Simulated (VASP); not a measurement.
Write the native input for VASP 6.6.1 that does the following.

- Task: relaxation of cell and atoms
- Functional: revPBE
- Dispersion: D4
- Potentials or basis: VASP PAW PBE potentials, release 64 (Mn_pv, O)
- Cutoff: 600 eV
- k mesh: 10 × 10 × 10
- Occupations: fermi-dirac, width 0.05 eV
- Spin: collinear spin, ferromagnetic start
- Starting moments: [4.0, 0.0] μB
- Dipole correction: no
- Further INCAR settings: ALGO = Normal; EDIFF = 1e-07; IBRION = 2; EDIFFG = -0.01; NSW = 60; ISIF = 3

The structure of MnO lies in POSCAR:

```
MnO
1.0
    0.0000000000      2.2239077028      2.2239077028
    2.2239077028      0.0000000000      2.2239077028
    2.2239077028      2.2239077028      0.0000000000
Mn O
1 1
Direct
    0.0000000000      0.0000000000      0.0000000000
    0.5000000000      0.5000000000      0.5000000000
```

The input as run:

INCAR

```
SYSTEM = MnO
PREC     = Accurate       ! precision mode
ENCUT    = 600            ! plane-wave cutoff, eV
EDIFF    = 1E-7           ! SCF threshold, eV
ISMEAR   = -1             ! smearing method
SIGMA    = 0.05           ! smearing width, eV
LREAL    = .FALSE.        ! projectors in reciprocal space
LASPH    = .TRUE.         ! aspherical terms in the spheres
NELM     = 150            ! most SCF steps
ALGO     = Normal         ! electronic algorithm
ISIF     = 3              ! what is computed and relaxed
LWAVE    = .FALSE.        ! write WAVECAR
LCHARG   = .FALSE.        ! write CHGCAR
ISPIN    = 2              ! spin polarisation
MAGMOM   = 4 0            ! initial moments
LORBIT   = 11             ! projections on sites
LMAXMIX  = 4              ! l up to which the mixer works
GGA      = RE             ! functional
IVDW     = 13             ! dispersion correction
IBRION   = 2              ! ionic algorithm
NSW      = 60             ! ionic steps
EDIFFG   = -0.01          ! ionic threshold
```

KPOINTS

```
Automatic mesh
0
G
  10 10 10
  0 0 0
```

Potentials or basis: VASP PAW PBE potentials, release 64 (Mn_pv, O).

Run with:

```sh
$ cat potpaw_PBE.64/Mn_pv/POTCAR potpaw_PBE.64/O/POTCAR > POTCAR
$ mpirun -np 1 vasp_std > vasp.out
```

Results of the run:

```yaml
Relaxed_volume: 10.82 Å³/atom
Relaxed_cell: a = 3.128 Å, b = 3.128 Å, c = 3.128 Å, α = 60.00°, β = 60.00°, γ = 60.00°
Space_group_after_relaxing_to_0.1_Å: Fm-3m (No. 225)
Energy_gained_by_relaxing: 1.2 meV/atom
Ionic_steps: 3
Pressure_after_relaxing: 0.0 GPa
Net_moment: 4.80 μB per cell
Site_moments: Mn +4.36; O +0.20 μB
Valence_electrons_inside_the_program's_atomic_spheres: Mn 11.36; O 5.00
Dispersion_energy_per_atom: -0.600 eV
```

Caveat: the PAW data sets were made with another functional, which shifts forces and pressure a little; a cell with one magnetic atom can't hold antiferromagnetic order, which such compounds often take.

Wall time 110 s on 1 thread of Intel(R) Xeon(R) Platinum 8488C (Sapphire Rapids), on a shared host, peak memory 0.2 GiB.
